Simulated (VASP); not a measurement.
# PtSe (P-6m2) in VASP: settings compared, part 2 of 2

VASP 6.6.1. Earlier steps stand in the parts before.

## 4. Relaxation of cell and atoms, RPBE

Input file INCAR:

```
ALGO = Normal ; EDIFF = 1E-6
EDIFFG = -0.01 ; ENCUT = 600
GGA = RP ; IBRION = 2
ISIF = 3 ; ISMEAR = -1
LASPH = T ; LCHARG = F
LREAL = F ; LWAVE = F
NELM = 100 ; NSW = 60
PREC = Accurate ; SIGMA = 0.05
```

Input file KPOINTS:

```
k-points
0
Gamma
  8 8 7
```

Input file POSCAR:

```
PtSe
1.0
    3.7018703300      0.0000000000      0.0000000000
   -1.8509351600      3.2059137500      0.0000000000
    0.0000000000      0.0000000000      3.6128420300
Pt Se
1 1
Direct
    0.0000000000      0.0000000000      0.0000000000
    0.6666666667      0.3333333333      0.5000000000
```

Potentials or basis: VASP PAW PBE potentials, release 64 (Pt, Se).

Run with:

```console
$ cat potpaw_PBE.64/Pt/POTCAR potpaw_PBE.64/Se/POTCAR > POTCAR
$ mpirun -np 1 vasp_std > vasp.out
```

OUTCAR:

```text
EDIFF = 1E-6
   EDIFFG = -0.01
   ENCUT = 600
   GGA = RP
   IBRION = 2
   ISIF = 3
   ISMEAR = -1
   LASPH = T
   LREAL = F
   NELM = 100
   NSW = 60
   PREC = Accurate

 ion  position               nearest neighbor table
   1  0.000  0.000  0.000-   2 2.80   2 2.80   2 2.80   2 2.80   2 2.80   2 2.80
   2  0.667  0.333  0.500-   1 2.80   1 2.80   1 2.80   1 2.80   1 2.80   1 2.80

  LATTYP: Found a hexagonal cell.
 ALAT       =     3.7018703300
 C/A-ratio  =     0.9759504542

  Lattice vectors:

 A1 = (   3.7018703300,   0.0000000000,   0.0000000000)
 A2 = (  -1.8509351600,   3.2059137500,   0.0000000000)
 A3 = (   0.0000000000,   0.0000000000,   3.6128420300)

Analysis of symmetry for initial positions (statically):
=====================================================================
 Subroutine PRICEL returns:
 Original cell was already a primitive cell.

 Routine SETGRP: Setting up the symmetry group for a
 hexagonal supercell.

 Subroutine GETGRP returns: Found 12 space group operations
 (whereof 12 operations were pure point group operations)
 out of a pool of 24 trial point group operations.

The static configuration has the point symmetry D_3h.

Analysis of symmetry for dynamics (positions and initial velocities):
=====================================================================
 Subroutine PRICEL returns:
 Original cell was already a primitive cell.

 Routine SETGRP: Setting up the symmetry group for a
 hexagonal supercell.

 Subroutine GETGRP returns: Found 12 space group operations
 (whereof 12 operations were pure point group operations)
 out of a pool of 24 trial point group operations.

The dynamic configuration has the point symmetry D_3h.

[... 143 lines left out ...]
  ext. energy  EPLUGINS =         0.00000000
  ---------------------------------------------------
  free energy    TOTEN  =        -8.05892916 eV

  energy without entropy =       -8.04836874  energy(sigma->0) =       -8.05364895

------------------------ aborting loop because EDIFF is reached ----------------------------------------

  FORCE on cell =-STRESS in cart. coord.  units (eV):
  Direction    XX          YY          ZZ          XY          YZ          ZX
  --------------------------------------------------------------------------------------
  -------------------------------------------------------------------------------------
  Total       -2.0421551     -2.0421551     -3.2773716     -0.0000000     -0.0000000      0.0000000
  in kB      -76.3092684    -76.3092685   -122.4656419     -0.0000001     -0.0000000      0.0000000
  external PRESSURE =     -91.6947262 kB  Pullay stress =       0.0000000 kB
[... 89 lines left out ...]
  FREE ENERGIE OF THE ION-ELECTRON SYSTEM (eV)
  ---------------------------------------------------
  free  energy   TOTEN  =        -8.2005972940 eV

  energy  without entropy=       -8.1908733231  energy(sigma->0) =       -8.19573531

[... ionic steps 4 to 7 ...]

--------------------------------------- Ionic step        8  -------------------------------------------

 number of electron      16.0000001 magnetization

------------------------ aborting loop because EDIFF is reached ----------------------------------------
[... 67 lines left out ...]
--------------------------------------- Ionic step       10  -------------------------------------------

 number of electron      16.0000001 magnetization

 Free energy of the ion-electron system (eV)
  ---------------------------------------------------
  ext. energy  EPLUGINS =         0.00000000
  ---------------------------------------------------
  free energy    TOTEN  =        -8.22597279 eV

  energy without entropy =       -8.21591324  energy(sigma->0) =       -8.22094301

 E-fermi :   7.0942     XC(G=0): -11.0428

 val. band max:        7.0437433112   @ k =   0.2500   0.0000   0.1429
 cond. band min:       7.1017414548   @ k =   0.3750   0.2500   0.2857
 fundamental gap:      0.0579981437
 Fermi energy:         7.0941785047

 k-point     1 :       0.0000    0.0000    0.0000
  band No.  band energies     occupation
      1      -8.2323      2.00000
      2       2.3011      2.00000
      3       2.3011      2.00000
      4       2.8490      2.00000
      5       4.8485      2.00000
      6       4.8485      2.00000
      7       6.1544      2.00000
      8       7.2383      0.10608
      9       7.6488      0.00003
     10       7.6488      0.00003
     11      13.8665      0.00000
     12      13.8665      0.00000
[... 331 lines left out ...]
 k-point    24 :       0.3750    0.0000    0.2857
  band No.  band energies     occupation
      1      -6.8399      2.00000
      2       0.7575      2.00000
      3       1.8971      2.00000
      4       2.2687      2.00000
      5       4.1848      2.00000
      6       4.6877      2.00000
      7       5.3117      2.00000
      8       6.2464      2.00000
      9       7.5645      0.00016
     10      10.3431      0.00000
     11      12.7813      0.00000
     12      15.4004      0.00000

 [... further k-points ...]
[... 5 lines left out ...]
  --------------------------------------------------------------------------------------
  -------------------------------------------------------------------------------------
  Total       -0.0053790     -0.0053790      0.0131198     -0.0000000      0.0000000      0.0000000
  in kB       -0.2187998     -0.2187998      0.5336684     -0.0000000      0.0000000      0.0000000
  external PRESSURE =       0.0320230 kB  Pullay stress =       0.0000000 kB
[... 17 lines left out ...]
  FREE ENERGIE OF THE ION-ELECTRON SYSTEM (eV)
  ---------------------------------------------------
  free  energy   TOTEN  =        -8.2259727882 eV

  energy  without entropy=       -8.2159132355  energy(sigma->0) =       -8.22094301

 reached required accuracy - stopping structural energy minimisation
```

OSZICAR:

```text
N       E                     dE             d eps       ncg     rms          rms(c)
DAV:   1     0.848751117744E+02    0.84875E+02   -0.80281E+03   984   0.132E+03
DAV:   2    -0.462203621165E+01   -0.89497E+02   -0.82394E+02  1104   0.232E+02
DAV:   3    -0.815123890375E+01   -0.35292E+01   -0.34366E+01  1132   0.465E+01
[... 84 lines left out ...]
DAV:   3    -0.822611726616E+01    0.94807E-03   -0.12641E-03   988   0.436E-01    0.128E-01
DAV:   4    -0.822596448673E+01    0.15278E-03   -0.95477E-04   992   0.222E-01    0.553E-02
DAV:   5    -0.822596878674E+01   -0.43000E-05   -0.26815E-05  1004   0.440E-02    0.326E-02
DAV:   6    -0.822597262930E+01   -0.38426E-05   -0.56359E-06  1108   0.220E-02    0.266E-03
DAV:   7    -0.822597278824E+01   -0.15894E-06   -0.25158E-07   548   0.414E-03
  10 F= -.82259728E+01 E0= -.82209430E+01  d E =-.466009E-04
```

It took 1.9 min on 1 thread of Intel Xeon Platinum 8488C (Sapphire Rapids), shared host; peak memory 0.2 GiB.

What came out:

```
Free energy                            : -8.2260 eV
Relaxed volume                         : 19.69 Å³/atom
Relaxed cell                           : a = 3.777 Å, b = 3.777 Å, c = 3.189 Å, α = 90.00°, β = 90.00°, γ = 120.00°
Space group after relaxing (to 0.05 Å) : P-6m2 (No. 187)
Energy gained by relaxing              : 83.5 meV/atom
Ionic steps                            : 10
Pressure after relaxing                : 0.0 GPa
Band gap on the k mesh                 : zero (band 8 reaches 7.83 eV, above the bottom of band 9 at 7.03 eV)
```

The path:
```
step  energy change (eV)  largest force (eV/Å)  pressure (GPa)  volume (Å³)
   1              0.0000                0.0000           -9.17        42.88
   2             -0.0370                0.0000           12.18        35.69
   3             -0.1417                0.0000            0.11        38.72
   4             -0.1417                0.0000            0.38        38.64
   5             -0.1460                0.0000            0.34        38.73
   6             -0.1564                0.0000            0.23        38.96
   7             -0.1670                0.0000            0.20        39.31
   8             -0.1670                0.0000            0.21        39.32
   9             -0.1662                0.0000           -0.87        39.70
  10             -0.1670                0.0000            0.00        39.39
```

Final structure:
```yaml
crystal:
  lattice:
    - [3.77675, 0.00000, 0.00000]
    - [-1.88837, 3.27076, 0.00000]
    - [0.00000, 0.00000, 3.18860]
  atoms:
    - { symbol: Pt, position: [0.00000, 0.00000, 0.00000] }
    - { symbol: Se, position: [0.66667, 0.33333, 0.50000] }
```

Caveat: the PAW data sets were made with another functional, which shifts forces and pressure a little; spin-orbit coupling is left out, which moves the levels of the heavy elements.

## 5. Relaxation of cell and atoms, revPBE

Input file INCAR:

```
SYSTEM = PtSe
PREC     = Accurate       ! precision mode
ENCUT    = 600            ! plane-wave cutoff, eV
EDIFF    = 1E-6           ! SCF threshold, eV
ISMEAR   = -1             ! smearing method
SIGMA    = 0.05           ! smearing width, eV
LREAL    = .FALSE.        ! projectors in reciprocal space
LASPH    = .TRUE.         ! aspherical terms in the spheres
NELM     = 80             ! most SCF steps
ALGO     = Normal         ! electronic algorithm
ISIF     = 3              ! what is computed and relaxed
LWAVE    = .FALSE.        ! write WAVECAR
LCHARG   = .FALSE.        ! write CHGCAR
GGA      = RE             ! functional
IBRION   = 2              ! ionic algorithm
NSW      = 60             ! ionic steps
EDIFFG   = -0.01          ! ionic threshold
```

Input file KPOINTS:

```
regular mesh
0
G
  8 8 7
  0 0 0
```

POSCAR is that of step 4.

Potentials or basis: VASP PAW PBE potentials, release 64 (Pt, Se).

Run with:

```console
$ cat potpaw_PBE.64/Pt/POTCAR potpaw_PBE.64/Se/POTCAR > POTCAR
$ mpirun -np 1 vasp_std > vasp.out
```

OUTCAR:

```text
SYSTEM = PtSe
   PREC = Accurate
   ENCUT = 600
   EDIFF = 1E-6
   ISMEAR = -1
   LREAL = .FALSE.
   LASPH = .TRUE.
   NELM = 80
   ISIF = 3
   GGA = RE
   IBRION = 2
   NSW = 60
   EDIFFG = -0.01

 ion  position               nearest neighbor table
   1  0.000  0.000  0.000-   2 2.80   2 2.80   2 2.80   2 2.80   2 2.80   2 2.80
   2  0.667  0.333  0.500-   1 2.80   1 2.80   1 2.80   1 2.80   1 2.80   1 2.80

  LATTYP: Found a hexagonal cell.
 ALAT       =     3.7018703300
 C/A-ratio  =     0.9759504542

  Lattice vectors:

 A1 = (   3.7018703300,   0.0000000000,   0.0000000000)
 A2 = (  -1.8509351600,   3.2059137500,   0.0000000000)
 A3 = (   0.0000000000,   0.0000000000,   3.6128420300)

Analysis of symmetry for initial positions (statically):
=====================================================================
 Subroutine PRICEL returns:
 Original cell was already a primitive cell.

 Routine SETGRP: Setting up the symmetry group for a
 hexagonal supercell.

 Subroutine GETGRP returns: Found 12 space group operations
 (whereof 12 operations were pure point group operations)
 out of a pool of 24 trial point group operations.

[... 272 lines left out ...]

 number of electron      16.0000001 magnetization

------------------------ aborting loop because EDIFF is reached ----------------------------------------
[... 67 lines left out ...]
--------------------------------------- Ionic step       11  -------------------------------------------

 number of electron      16.0000001 magnetization

 Free energy of the ion-electron system (eV)
  ---------------------------------------------------
  ext. energy  EPLUGINS =         0.00000000
  ---------------------------------------------------
  free energy    TOTEN  =        -8.38288866 eV

  energy without entropy =       -8.37288960  energy(sigma->0) =       -8.37788913

 E-fermi :   7.1591     XC(G=0): -11.1041

 val. band max:        7.1098143013   @ k =   0.2500   0.0000   0.1429
 cond. band min:       7.1705125162   @ k =   0.3750   0.2500   0.2857
 fundamental gap:      0.0606982149
 Fermi energy:         7.1590915571

 k-point     1 :       0.0000    0.0000    0.0000
  band No.  band energies     occupation
      1      -8.2229      2.00000
      2       2.3346      2.00000
      3       2.3346      2.00000
      4       2.8739      2.00000
      5       4.8860      2.00000
      6       4.8860      2.00000
      7       6.1823      2.00000
      8       7.3076      0.09753
      9       7.7223      0.00003
     10       7.7223      0.00003
     11      13.9471      0.00000
     12      13.9471      0.00000
[... 331 lines left out ...]
 k-point    24 :       0.3750    0.0000    0.2857
  band No.  band energies     occupation
      1      -6.8138      2.00000
      2       0.7658      2.00000
      3       1.9157      2.00000
      4       2.2973      2.00000
      5       4.2135      2.00000
      6       4.7323      2.00000
      7       5.3628      2.00000
      8       6.3074      2.00000
      9       7.6355      0.00015
     10      10.4050      0.00000
     11      12.8513      0.00000
     12      15.4843      0.00000

 [... further k-points ...]
[... 5 lines left out ...]
  --------------------------------------------------------------------------------------
  -------------------------------------------------------------------------------------
  Total        0.0023342      0.0023342      0.0054876      0.0000000      0.0000000      0.0000000
  in kB        0.0955804      0.0955804      0.2247051      0.0000000      0.0000000      0.0000000
  external PRESSURE =       0.1386220 kB  Pullay stress =       0.0000000 kB
[... 17 lines left out ...]
  FREE ENERGIE OF THE ION-ELECTRON SYSTEM (eV)
  ---------------------------------------------------
  free  energy   TOTEN  =        -8.3828886605 eV

  energy  without entropy=       -8.3728895970  energy(sigma->0) =       -8.37788913

 reached required accuracy - stopping structural energy minimisation
```

CONTCAR:

```text
PtSe
   1.00000000000000
     3.7650732685070225    0.0000000000700672   -0.0000000000000000
    -1.8825366291074650    3.2606491004176759    0.0000000000000000
     0.0000000000000000   -0.0000000000000001    3.1871269849409249
  Pt              Se
     1     1
Direct
     0.0000000000000000    0.0000000000000000    0.0000000000000000
     0.6666666667000030    0.3333333332999970    0.5000000000000000

  0.00000000E+00  0.00000000E+00  0.00000000E+00
  0.00000000E+00  0.00000000E+00  0.00000000E+00
```

It took 1.9 min on 1 thread of Intel Xeon Platinum 8488C (Sapphire Rapids), shared host; peak memory 0.2 GiB.

What came out:

* Free energy: -8.3829 eV
* Relaxed volume: 19.56 Å³/atom
* Relaxed cell: a = 3.765 Å, b = 3.765 Å, c = 3.187 Å, α = 90.00°, β = 90.00°, γ = 120.00°
* Space group after relaxing (to 0.05 Å): P-6m2 (No. 187)
* Energy gained by relaxing: 92.4 meV/atom
* Ionic steps: 11
* Pressure after relaxing: 0.0 GPa
* Band gap on the k mesh: zero (band 8 reaches 7.91 eV, above the bottom of band 9 at 7.09 eV)

Step by step:
| step | energy change (eV) | largest force (eV/Å) | pressure (GPa) | volume (Å³) |
| --- | --- | --- | --- | --- |
| 1 | 0.0000 | 0.0000 | -9.83 | 42.88 |
| 2 | -0.0317 | 0.0000 | 13.86 | 35.21 |
| 3 | -0.1603 | 0.0000 | 0.05 | 38.50 |
| 4 | -0.1604 | 0.0000 | 0.34 | 38.42 |
| 5 | -0.1644 | 0.0000 | 0.30 | 38.50 |
| 6 | -0.1742 | 0.0000 | 0.19 | 38.72 |
| 7 | -0.1848 | 0.0000 | 0.16 | 39.06 |
| 8 | -0.1848 | 0.0000 | 0.19 | 39.09 |
| 9 | -0.1849 | 0.0000 | 0.18 | 39.07 |
| 10 | -0.1843 | 0.0000 | -0.72 | 39.39 |
| 11 | -0.1849 | 0.0000 | 0.01 | 39.13 |

Final structure:
```yaml
crystal:
  lattice:
    - [3.76507, 0.00000, 0.00000]
    - [-1.88254, 3.26065, 0.00000]
    - [0.00000, 0.00000, 3.18713]
  atoms:
    - { symbol: Pt, position: [0.00000, 0.00000, 0.00000] }
    - { symbol: Se, position: [0.66667, 0.33333, 0.50000] }
```

Levels at points of the mesh, in eV from the Fermi level:
```tsv
k point	band 4	band 5	band 6	band 7	band 8	band 9	band 10	band 11	band 12
(0.00, 0.00, 0.00)	-4.29	-2.27	-2.27	-0.98	0.15	0.56	0.56	6.79	6.79
(0.50, 0.00, 0.00)	-3.79	-3.79	-2.40	-2.07	-1.63	1.72	2.97	7.06	9.26
```

Caveat: the PAW data sets were made with another functional, which shifts forces and pressure a little; spin-orbit coupling is left out, which moves the levels of the heavy elements.

## 6. Summary

```tsv
level	gap on the mesh (eV)	pressure (GPa)	relaxed volume (Å³/atom)
PBE	none	0.0	19.26
PBEsol	none	0.0	18.45
RPBE	none	0.0	19.69
revPBE	none	0.0	19.56
```

Alike in all rows: task relaxation of cell and atoms; potentials or basis VASP PAW PBE potentials, release 64 (Pt, Se); no spin polarisation; cell relaxed; k mesh 8 × 8 × 7; cutoff (eV) 600; smearing fermi-dirac 0.05 eV.

Caveats: spin-orbit coupling is left out, which moves the levels of the heavy elements; the PAW data sets were made with another functional, which shifts forces and pressure a little (some runs).

Total energies depend on the potentials used, so only differences within one code and one set of settings carry meaning.
